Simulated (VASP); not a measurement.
Wanted: the native input for a VASP 6.6.1 run.

```yaml
Task: single point
Functional: PBE
Potentials_or_basis: VASP PAW PBE potentials, release 64 (Au)
Cutoff: 520 eV
k_mesh: 22 × 22 × 22
Occupations: gaussian, width 0.15 eV
Spin: no spin polarisation
Dipole_correction: no
Further_INCAR_settings: ALGO = Fast; EDIFF = 1e-07; NBANDS = 12
```

The structure of Au lies in POSCAR:

```
Au
1.0
    0.0000000000      2.2961117053      1.6233509757
    2.2961117053      0.0000000000      1.6233509757
    2.2961117053      2.2961117053      0.0000000000
Au
1
Direct
    0.0000000000      0.0000000000      0.0000000000
```

This isn't the form of Au at room conditions, which is fcc.

This cell differs from its parent crystal: ratio of the length along z to the lengths across it x 0.707, volume and fractional coordinates fixed.

These files were run (other wordings do the same):

INCAR

```
  PREC = Accurate
  ENCUT = 520
  EDIFF = 1E-7
  ISMEAR = 0
  SIGMA = 0.15
  LREAL = F
  LASPH = T
  NELM = 100
  ALGO = Fast
  ISIF = 2
  LWAVE = F
  LCHARG = F
  GGA = PE
  NBANDS = 12
```

KPOINTS

```
Automatic mesh
0
Gamma
  22 22 22
```

Potentials or basis: VASP PAW PBE potentials, release 64 (Au).

Run with:

```bash
$ cat potpaw_PBE.64/Au/POTCAR > POTCAR
$ mpirun -np 1 vasp_std > vasp.out
```

Results of the run:

```yaml
Pressure: 8.0 GPa
Band_gap_on_the_k_mesh: zero (an odd number of electrons rules out a gap without spin polarisation)
```

Caveat: the cell stands under pressure; spin-orbit coupling is left out, which moves the levels of the heavy elements.

Run time: 59 s on 1 thread of Intel(R) Xeon(R) 6975P-C (Granite Rapids), on a shared host, peak memory 0.28 GiB.
